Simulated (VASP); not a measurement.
# HfOs (Pm-3m) in VASP: relaxation of cell and atoms with LDA

Aim: the relaxation of cell and atoms of HfOs with LDA.

Program: VASP 6.6.1. These are calculated values, not measurements. Logs are shortened: lines on timing, memory, paths and dates and some standing lists are left out, and cuts for length are marked.

### Step 1. The cell of the first run

It takes space group Pm-3m (No. 221, cubic). The conventional cell has a = 3.202 Å, b = 3.202 Å, c = 3.202 Å, α = 90.00°, β = 90.00°, γ = 90.00°. Within 3.7 Å of Hf (site symmetry m-3m) lie 8 Os at 2.77 Å and 6 Hf at 3.20 Å. Within 3.7 Å of Os (site symmetry m-3m) lie 8 Hf at 2.77 Å and 6 Os at 3.20 Å.

### Step 2. Relaxation of cell and atoms, LDA

File INCAR:

```
PREC = Accurate ; ENCUT = 600
EDIFF = 1E-7 ; ISMEAR = 0
SIGMA = 0.1 ; LREAL = F
LASPH = T ; NELM = 80
ALGO = Normal ; ISIF = 3
LWAVE = F ; LCHARG = F
IBRION = 2 ; NSW = 100
EDIFFG = -0.005
```

File KPOINTS:

```
regular mesh
0
Gamma
  14 14 14
```

File POSCAR:

```
HfOs
1.0
    3.2020290668      0.0000000000      0.0000000000
    0.0000000000      3.2020290668      0.0000000000
    0.0000000000      0.0000000000      3.2020290668
Hf Os
1 1
Direct
    0.0000000000      0.0000000000      0.0000000000
    0.5000000000      0.5000000000      0.5000000000
```

Potentials or basis: VASP PAW LDA potentials, release 64 (Hf_pv, Os).

Started as:

```
cat potpaw_LDA.64/Hf_pv/POTCAR potpaw_LDA.64/Os/POTCAR > POTCAR
mpirun -np 1 vasp_std > vasp.out
```

OUTCAR:

```text
PREC = Accurate
   ENCUT = 600
   EDIFF = 1E-7
   ISMEAR = 0
   LREAL = F
   LASPH = T
   NELM = 80
   ISIF = 3
   IBRION = 2
   NSW = 100
   EDIFFG = -0.005

 ion  position               nearest neighbor table
   1  0.000  0.000  0.000-   2 2.77   2 2.77   2 2.77   2 2.77   2 2.77   2 2.77   2 2.77   2 2.77

   2  0.500  0.500  0.500-   1 2.77   1 2.77   1 2.77   1 2.77   1 2.77   1 2.77   1 2.77   1 2.77

  LATTYP: Found a simple cubic cell.
 ALAT       =     3.2020290668

  Lattice vectors:

 A1 = (   3.2020290668,   0.0000000000,   0.0000000000)
 A2 = (   0.0000000000,   3.2020290668,   0.0000000000)
 A3 = (   0.0000000000,   0.0000000000,   3.2020290668)

Analysis of symmetry for initial positions (statically):
=====================================================================
 Subroutine PRICEL returns:
 Original cell was already a primitive cell.

 Routine SETGRP: Setting up the symmetry group for a
 simple cubic supercell.

 Subroutine GETGRP returns: Found 48 space group operations
 (whereof 48 operations were pure point group operations)
 out of a pool of 48 trial point group operations.

The static configuration has the point symmetry O_h .

Analysis of symmetry for dynamics (positions and initial velocities):
=====================================================================
 Subroutine PRICEL returns:
 Original cell was already a primitive cell.

 Routine SETGRP: Setting up the symmetry group for a
 simple cubic supercell.

 Subroutine GETGRP returns: Found 48 space group operations
 (whereof 48 operations were pure point group operations)
 out of a pool of 48 trial point group operations.

The dynamic configuration has the point symmetry O_h .

 Subroutine INISYM returns: Found 48 space group operations
 (whereof 48 operations are pure point group operations),
 and found     1 'primitive' translations

----------------------------------------------------------------------------------------

                                     Primitive cell

  volume of cell :      32.8304

  direct lattice vectors                    reciprocal lattice vectors
     3.202029067  0.000000000  0.000000000     0.312301975  0.000000000  0.000000000
     0.000000000  3.202029067  0.000000000     0.000000000  0.312301975  0.000000000
     0.000000000  0.000000000  3.202029067     0.000000000  0.000000000  0.312301975

  length of vectors
     3.202029067  3.202029067  3.202029067     0.312301975  0.312301975  0.312301975

  position of ions in fractional coordinates (direct lattice)
     0.000000000  0.000000000  0.000000000
     0.500000000  0.500000000  0.500000000

  ion indices of the primitive-cell ions
   primitive index   ion index
                 1           1
                 2           2

----------------------------------------------------------------------------------------

 KPOINTS: regular mesh

Automatic generation of k-mesh.
 Grid dimensions read from file:
 generate k-points for:   14   14   14

 Generating k-lattice:

  Cartesian coordinates                     Fractional coordinates (reciprocal lattice)
     0.022307284  0.000000000  0.000000000     0.071428571  0.000000000  0.000000000
     0.000000000  0.022307284  0.000000000     0.000000000  0.071428571  0.000000000
     0.000000000  0.000000000  0.022307284     0.000000000  0.000000000  0.071428571

  Length of vectors
     0.022307284  0.022307284  0.022307284

  Shift w.r.t. Gamma in fractional coordinates (k-lattice)
     0.000000000  0.000000000  0.000000000

 Subroutine IBZKPT returns following result:
 ===========================================

 Found    120 irreducible k-points:

 Following reciprocal coordinates:
            Coordinates               Weight
  0.000000  0.000000  0.000000      1.000000
  0.071429  0.000000  0.000000      6.000000
  0.142857  0.000000  0.000000      6.000000
  0.214286  0.000000  0.000000      6.000000
  0.285714  0.000000  0.000000      6.000000
  0.357143  0.000000  0.000000      6.000000
[... 16 lines left out ...]
  0.285714  0.214286  0.000000     24.000000
  0.357143  0.214286  0.000000     24.000000
 [... further k-points ...]
   k-points           NKPTS =    120   k-points in BZ     NKDIM =    120   number of bands    NBANDS=     13
   number of dos      NEDOS =    301   number of ions     NIONS =      2
   total plane-waves  NPLWV =  21952
   dimension x,y,z NGX =    28 NGY =   28 NGZ =   28
   dimension x,y,z NGXF=    56 NGYF=   56 NGZF=   56
   ions per type =               1   1
   NGX,Y,Z   is equivalent  to a cutoff of  14.54, 14.54, 14.54 a.u.
   NGXF,Y,Z  is equivalent  to a cutoff of  29.07, 29.07, 29.07 a.u.
 SYSTEM =  unknown system
   PREC   = accura    normal or accurate (medium, high low for compatibility)
   ISTART =      0    job   : 0-new  1-cont  2-samecut
   ICHARG =      2    charge: 1-file 2-atom 10-const
   ISPIN  =      1    spin polarized calculation?
   LNONCOLLINEAR =      F non collinear calculations
   LSORBIT =      F    spin-orbit coupling
   LASPH  =      T    aspherical Exc in radial PAW
   ENCUT  =  600.0 eV  44.10 Ry    6.64 a.u.   6.40  6.40  6.40*2*pi/ulx,y,z
   NELM   =     80;   NELMIN=  2; NELMDL= -5     # of ELM steps
   EDIFF  = 0.1E-06   stopping-criterion for ELM
   LREAL  =      F    real-space projection
   EDIFFG = -.5E-02   stopping-criterion for IOM
   NSW    =    100    number of steps for IOM
   IBRION =      2    ionic relax: 0-MD 1-quasi-New 2-CG
   NFREE  =      1    steps in history (QN), initial steepest desc. (CG)
   ISIF   =      3    stress and relaxation
   ISYM   =      2    0-nonsym 1-usesym 2-fastsym
   POTIM  = 0.5000    time-step for ionic-motion
   TEBEG  =    0.0;   TEEND  =   0.0 temperature during run
   PSTRESS=    0.0 pullay stress
   NELECT =      18.0000    total number of electrons
   NUPDOWN=      -1.0000    fix difference up-down
   EMIN   =  10.00;   EMAX   =-10.00  energy-range for DOS
   EFERMI =   0.00;   METHOD = LEGACY
   ISMEAR =     0;   SIGMA  =   0.10  broadening in eV -4-tet -1-fermi 0-gaus
   EFERMI_NEDOS =   21; number of points for ismear=-14 and -15
   IALGO  =     38    algorithm
   IMIX   =      4    mixing-type and parameters
     AMIX     =   0.40;   BMIX     =  1.00
     AMIX_MAG =   1.60;   BMIX_MAG =  1.00
  volume/ion in A,a.u.               =      16.42       110.78
  Fermi-wavevector in a.u.,A,eV,Ry     =   1.339904  2.532052 24.427126  1.795343
  Thomas-Fermi vector in A             =   2.468259
   LORBIT       =      0    0 simple, 1 ext, 2 COOP (PROOUT), +10 PAW based schemes
   GGA     = CA    functional components
   LHFCALC =     F    Hartree Fock is set to
   AEXX    =    0.0000 exact exchange contribution
   IVDW    =     0    specifies the selected vdW correction
   LEPSILON=     F    determine dielectric tensor
   LRPA    =     F    only Hartree local field effects (RPA)
 conjugate gradient relaxation of ions
 non-spin polarized calculation
 Gauss-broadening in eV      SIGMA  =   0.10
  energy-cutoff  :      600.00
  volume of cell :       32.83
 maximum number of plane-waves:      1112
 NGX is ok and might be reduce to    28
   NGX = 13   NGY = 13   NGZ = 13

--------------------------------------- Ionic step        1  -------------------------------------------

 number of electron      18.0000000 magnetization

 Free energy of the ion-electron system (eV)
  ---------------------------------------------------
  ext. energy  EPLUGINS =         0.00000000
  ---------------------------------------------------
  free energy    TOTEN  =       -24.78396334 eV

  energy without entropy =      -24.78273248  energy(sigma->0) =      -24.78334791

------------------------ aborting loop because EDIFF is reached ----------------------------------------

  FORCE on cell =-STRESS in cart. coord.  units (eV):
  Direction    XX          YY          ZZ          XY          YZ          ZX
  --------------------------------------------------------------------------------------
  -------------------------------------------------------------------------------------
  Total       -0.1288824     -0.1288824     -0.1288824      0.0000000      0.0000000     -0.0000000
  in kB       -6.2896794     -6.2896794     -6.2896794      0.0000000      0.0000000     -0.0000000
  external PRESSURE =      -6.2896794 kB  Pullay stress =       0.0000000 kB

 VOLUME and BASIS-vectors are now :
 -----------------------------------------------------------------------------
  energy-cutoff  :      600.00
  volume of cell :       32.83
      direct lattice vectors                 reciprocal lattice vectors
     3.202029067  0.000000000  0.000000000     0.312301975  0.000000000  0.000000000
     0.000000000  3.202029067  0.000000000     0.000000000  0.312301975  0.000000000
     0.000000000  0.000000000  3.202029067     0.000000000  0.000000000  0.312301975
[... 37 lines left out ...]
 POSITION                                       TOTAL-FORCE (eV/Angst)
 -----------------------------------------------------------------------------------
      0.00000      0.00000      0.00000        -0.000000      0.000000      0.000000
      1.59604      1.59604      1.59604         0.000000      0.000000      0.000000
 -----------------------------------------------------------------------------------
    total drift:                               -0.000000      0.000000      0.000000

  FREE ENERGIE OF THE ION-ELECTRON SYSTEM (eV)
  ---------------------------------------------------
  free  energy   TOTEN  =       -24.7828663763 eV

  energy  without entropy=      -24.7816134907  energy(sigma->0) =      -24.78223993

--------------------------------------- Ionic step        3  -------------------------------------------

 number of electron      18.0000000 magnetization

 Free energy of the ion-electron system (eV)
  ---------------------------------------------------
  ext. energy  EPLUGINS =         0.00000000
  ---------------------------------------------------
  free energy    TOTEN  =       -24.78412109 eV

  energy without entropy =      -24.78288401  energy(sigma->0) =      -24.78350255

 E-fermi :   7.4036     XC(G=0): -13.1232

 val. band max:        7.3791187984   @ k =   0.3571   0.0714   0.0000
 cond. band min:       7.4736847480   @ k =   0.5000   0.1429   0.0000
 fundamental gap:      0.0945659496
 Fermi energy:         7.4036205163

 k-point     1 :       0.0000    0.0000    0.0000
  band No.  band energies     occupation
      1     -22.7132      2.00000
      2     -22.7132      2.00000
      3     -22.7132      2.00000
      4      -1.7380      2.00000
      5       1.8016      2.00000
      6       1.8017      2.00000
      7       5.7399      2.00000
      8       5.7399      2.00000
      9       5.7399      2.00000
     10       9.9236      0.00000
     11       9.9236      0.00000
     12      13.6632      0.00000
     13      13.6632      0.00000

 k-point     2 :       0.0714    0.0000    0.0000
  band No.  band energies     occupation
      1     -22.7376      2.00000
      2     -22.7124      2.00000
      3     -22.7124      2.00000
      4      -1.6141      2.00000
      5       1.8579      2.00000
      6       1.8969      2.00000
      7       5.7232      2.00000
      8       5.7232      2.00000
      9       5.7780      2.00000
     10       9.7561      0.00000
     11       9.9779      0.00000
[... 339 lines left out ...]
 k-point    24 :       0.3571    0.2143    0.0000
  band No.  band energies     occupation
      1     -23.0675      2.00000
      2     -22.8589      2.00000
      3     -22.6828      2.00000
      4       1.2513      2.00000
      5       2.7698      2.00000
      6       4.1120      2.00000
      7       4.6993      2.00000
      8       5.3360      2.00000
      9       5.5924      2.00000
     10       8.1158      0.00000
     11       8.8056      0.00000
     12      10.1577      0.00000
     13      10.5486      0.00000

 [... further k-points ...]

------------------------ aborting loop because EDIFF is reached ----------------------------------------

  FORCE on cell =-STRESS in cart. coord.  units (eV):
  Direction    XX          YY          ZZ          XY          YZ          ZX
  --------------------------------------------------------------------------------------
  -------------------------------------------------------------------------------------
  Total       -0.0010019     -0.0010019     -0.0010019     -0.0000000     -0.0000000      0.0000000
  in kB       -0.0490137     -0.0490137     -0.0490137     -0.0000000     -0.0000000      0.0000000
  external PRESSURE =      -0.0490137 kB  Pullay stress =       0.0000000 kB

 VOLUME and BASIS-vectors are now :
 -----------------------------------------------------------------------------
  energy-cutoff  :      600.00
  volume of cell :       32.75
      direct lattice vectors                 reciprocal lattice vectors
     3.199406670  0.000000000 -0.000000000     0.312557953 -0.000000000 -0.000000000
     0.000000000  3.199406670 -0.000000000    -0.000000000  0.312557953  0.000000000
     0.000000000  0.000000000  3.199406670     0.000000000  0.000000000  0.312557953

 POSITION                                       TOTAL-FORCE (eV/Angst)
 -----------------------------------------------------------------------------------
      0.00000      0.00000      0.00000        -0.000000      0.000000      0.000000
      1.59970      1.59970      1.59970         0.000000      0.000000      0.000000
 -----------------------------------------------------------------------------------
    total drift:                               -0.000000      0.000000      0.000000

  FREE ENERGIE OF THE ION-ELECTRON SYSTEM (eV)
  ---------------------------------------------------
  free  energy   TOTEN  =       -24.7841210891 eV

  energy  without entropy=      -24.7828840114  energy(sigma->0) =      -24.78350255

 reached required accuracy - stopping structural energy minimisation
```

It took 2.9 min on 1 thread of Intel Xeon Platinum 8259CL at 2.50GHz (Skylake/Cascade Lake), shared host; peak memory 0.21 GiB.

Results:

* Free energy: -24.7841 eV
* Relaxed volume: 16.37 Å³/atom
* Relaxed cell: a = 3.199 Å, b = 3.199 Å, c = 3.199 Å, α = 90.00°, β = 90.00°, γ = 90.00°
* Space group after relaxing (to 0.1 Å): Pm-3m (No. 221)
* Energy gained by relaxing: 0.1 meV/atom
* Ionic steps: 3
* Pressure after relaxing: 0.0 GPa
* Band gap on the k mesh: zero (bands 9 and 10 overlap by 1.49 eV)

Step by step:
| step | energy change (eV) | largest force (eV/Å) | pressure (GPa) | volume (Å³) |
| --- | --- | --- | --- | --- |
| 1 | 0.0000 | 0.0000 | -0.63 | 32.83 |
| 2 | 0.0011 | 0.0000 | 1.81 | 32.53 |
| 3 | -0.0002 | 0.0000 | 0.00 | 32.75 |

Final structure:
```
CELL_PARAMETERS angstrom
3.19941 0.00000 0.00000
0.00000 3.19941 0.00000
0.00000 0.00000 3.19941
ATOMIC_POSITIONS crystal
Hf 0.00000 0.00000 0.00000
Os 0.50000 0.50000 0.50000
```

Caveat: spin-orbit coupling is left out, which moves the levels of the heavy elements.

The gap in the log of VASP goes by the Fermi energy; the results here count the filled bands.